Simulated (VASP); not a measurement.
Set up this calculation in VASP 6.6.1, as the native input.

- Task: relaxation of cell and atoms
- Functional: revPBE
- Dispersion: D3(BJ)
- Potentials or basis: VASP PAW PBE potentials, release 64 (Pb_d, S)
- Cutoff: 500 eV
- k mesh: 5 × 5 × 5
- Occupations: fermi-dirac, width 0.01 eV
- Spin: no spin polarisation
- Dipole correction: no
- Further INCAR settings: ALGO = Normal; EDIFF = 1e-07; IBRION = 2; EDIFFG = -0.03; NSW = 50; ISIF = 3

The structure of PbS (Galena) lies in POSCAR:

```
PbS
1.0
    0.0000000000      2.9657500000      2.9657500000
    2.9657500000      0.0000000000      2.9657500000
    2.9657500000      2.9657500000      0.0000000000
Pb S
1 1
Direct
    0.0000000000      0.0000000000      0.0000000000
    0.5000000000      0.5000000000      0.5000000000
```

These files were run (other wordings do the same):

INCAR

```
SYSTEM = PbS
  PREC = Accurate
  ENCUT = 500
  EDIFF = 1E-7
  ISMEAR = -1
  SIGMA = 0.01
  LREAL = .False.
  LASPH = .True.
  NELM = 120
  ALGO = Normal
  ISIF = 3
  LWAVE = .False.
  LCHARG = .False.
  GGA = RE
  IVDW = 12
  IBRION = 2
  NSW = 50
  EDIFFG = -0.03
  GGA_COMPAT = .False.
  NELMIN = 4
```

KPOINTS

```
Automatic mesh
0
Gamma
  5 5 5
  0 0 0
```

Potentials or basis: VASP PAW PBE potentials, release 64 (Pb_d, S).

Command:

```console
$ cat potpaw_PBE.64/Pb_d/POTCAR potpaw_PBE.64/S/POTCAR > POTCAR
$ mpirun -np 1 vasp_std > vasp.out
```

Results of the run:

```json
{"Relaxed volume": "25.77 Å³/atom", "Relaxed cell": "a = 4.177 Å, b = 4.177 Å, c = 4.177 Å, α = 60.00°, β = 60.00°, γ = 60.00°", "Space group after relaxing (to 0.05 Å)": "Fm-3m (No. 225)", "Energy gained by relaxing": "0.7 meV/atom", "Ionic steps": "3", "Pressure after relaxing": "0.0 GPa", "Dispersion energy per atom": "-0.656 eV"}
```

Caveat: the PAW data sets were made with another functional, which shifts forces and pressure a little.

Run time: 33 s on 1 thread of AMD EPYC 7R13 (shared host), peak memory 0.16 GiB.
